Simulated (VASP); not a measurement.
Input of a VASP 6.6.1 run:

The input INCAR:

```
PREC     = Accurate       # precision mode
ENCUT    = 520            # plane-wave cutoff, eV
EDIFF    = 1E-6           # SCF threshold, eV
ISMEAR   = 0              # smearing method
SIGMA    = 0.1            # smearing width, eV
LREAL    = False          # projectors in reciprocal space
LASPH    = True           # aspherical terms in the spheres
NELM     = 100            # most SCF steps
ALGO     = Normal         # electronic algorithm
ISIF     = 2              # what is computed and relaxed
LWAVE    = False          # write WAVECAR
LCHARG   = False          # write CHGCAR
LDIPOL   = True         
IDIPOL   = 3            
DIPOL    = 0.5 0.5 0.298
GGA      = PE             # functional
NBANDS   = 32             # bands
```

The input KPOINTS:

```
regular mesh
0
Gamma
  6 6 1
```

Contents of POSCAR:

```
Al6H
1.0
    5.7143028096      0.0000000000      0.0000000000
   -2.8571514048      4.9487313980      0.0000000000
    0.0000000000      0.0000000000     22.6016424997
Al H
12 2
Direct
    0.3333333333      0.1666666667      0.1769782882
    0.3333333333      0.6666666667      0.1769782882
    0.8333333333      0.1666666667      0.1769782882
    0.8333333333      0.6666666667      0.1769782882
    0.1666666667      0.3333333333      0.2787817902
    0.1666666667      0.8333333333      0.2787817902
    0.6666666667      0.3333333333      0.2787817902
    0.6666666667      0.8333333333      0.2787817902
    0.0000000000      0.0000000000      0.3805759913
    0.0000000000      0.5000000000      0.3805759913
    0.5000000000      0.0000000000      0.3805759913
    0.5000000000      0.5000000000      0.3805759913
    0.2764585035      0.1666666667      0.4146443118
    0.3902081632      0.1666666667      0.4146443118
```

Potentials or basis: VASP PAW PBE potentials, release 64 (Al, H).

The run is started by

```bash
$ cat potpaw_PBE.64/Al/POTCAR potpaw_PBE.64/H/POTCAR > POTCAR
$ mpirun -np 1 vasp_std > vasp.out
```

Predict the band gap on the k mesh.

zero (bands 19 and 20 overlap by 1.05 eV).

What does it give for the largest force?

7.914 eV/Å.

Forces on the atoms (eV/Å):
```
Al   0.000 -0.012  0.061
Al  -0.085 -0.039 -0.127
Al   0.000  0.089 -0.107
Al   0.085 -0.039 -0.127
Al   0.068  0.009  0.166
Al   0.000  0.070  0.181
Al  -0.068  0.009  0.166
Al   0.000  0.008  0.040
Al  -2.751 -1.765 -1.592
Al   0.000  0.090  0.065
Al   2.751 -1.765 -1.592
Al   0.000  1.869 -0.885
H   -7.653  0.738  1.875
H    7.653  0.738  1.875
```
